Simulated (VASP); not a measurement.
The system is TiO2.

```
CELL_PARAMETERS angstrom
3.01182 0.00000 0.00000
-1.50591 2.60832 0.00000
0.00000 0.00000 4.59726
ATOMIC_POSITIONS crystal
Ti 0.00000 0.00000 0.00000
O 0.33333 0.66667 0.33938
O 0.33333 0.66667 0.66062
```

The cell was generated, and may not be a known phase.

| Quantity | Value |
| --- | --- |
| Program | VASP 6.6.1 |
| Task | relaxation of cell and atoms |
| Functional | PBE |
| Potentials or basis | VASP PAW PBE potentials, release 64 (Ti_sv, O_h) |
| Cutoff | 1340 eV |
| k mesh | 6 × 6 × 4 |
| Occupations | gaussian, width 0.1 eV |
| Spin | collinear spin |
| Starting moments | [1.0, 0.0, 0.0] μB |

At the start: pressure -23.9 GPa; volume 12.04 Å³/atom.

Q: Where does the relaxation end?

A: Over 29 steps the energy falls by 1324.7 meV/atom and the volume is 13.41 Å³/atom (+11.4 %); space group P-6m2 (No. 187, to 0.1 Å) before and after; moment 0.00 μB per cell.

Step by step:
| step | energy change (eV) | largest force (eV/Å) | pressure (GPa) | volume (Å³) |
| --- | --- | --- | --- | --- |
| 1 | 0.0000 | 3.7325 | -23.89 | 36.12 |
| 2 | -1.7602 | 3.9669 | 28.72 | 27.40 |
| 3 | -1.7865 | 4.2722 | 21.65 | 27.95 |
| 4 | -2.1955 | 3.3596 | 57.29 | 27.24 |
| 5 | -2.4638 | 0.3103 | 41.36 | 27.48 |
| 6 | -3.3948 | 0.3664 | 7.19 | 32.48 |
| 7 | -3.5220 | 0.4957 | -1.93 | 34.90 |
| 8 | -3.4293 | 0.5649 | -13.02 | 40.03 |
| 9 | -3.5268 | 0.6401 | -7.11 | 36.93 |
| 10 | -3.8631 | 0.7273 | -5.68 | 36.85 |
| 11 | -3.8797 | 1.0245 | -5.10 | 36.80 |
| 12 | -3.9101 | 0.1752 | 5.87 | 35.47 |
| 13 | -3.9188 | 0.2287 | 2.18 | 35.88 |
| 14 | -3.9279 | 0.1162 | 1.84 | 36.24 |
| 15 | -3.9416 | 0.2321 | 0.96 | 37.32 |
| 16 | -3.9481 | 0.0910 | 0.23 | 37.61 |
| 17 | -3.9562 | 0.3002 | -1.81 | 38.47 |
| 18 | -3.9617 | 0.2626 | -0.90 | 38.59 |
| 19 | -3.9658 | 0.1920 | 0.65 | 38.78 |
| 20 | -3.9659 | 0.1808 | 0.88 | 38.81 |
| 21 | -3.9690 | 0.0280 | 1.16 | 39.09 |
| 22 | -3.9702 | 0.1523 | 1.45 | 39.40 |
| 23 | -3.9724 | 0.0802 | 0.30 | 39.92 |
| 24 | -3.9727 | 0.0446 | -0.21 | 40.16 |
| 25 | -3.9734 | 0.0351 | -0.29 | 40.21 |
| 26 | -3.9735 | 0.0902 | -0.35 | 40.25 |
| 27 | -3.9738 | 0.0468 | 0.19 | 40.20 |
| 28 | -3.9738 | 0.0413 | 0.26 | 40.19 |
| 29 | -3.9740 | 0.0136 | 0.27 | 40.24 |

Final structure:
```
Ti O
1.0
     2.88223    0.00000    0.00000
    -1.44111    2.49608    0.00000
     0.00000    0.00000    5.59277
Ti O
1 2
Cartesian
  -1.4411 2.4961 0.0000
  0.0000 1.6641 1.1288
  0.0000 1.6641 4.4640
```

Caveat: a cell axis changed by over 15 % at a fixed basis, so the end point is rough.
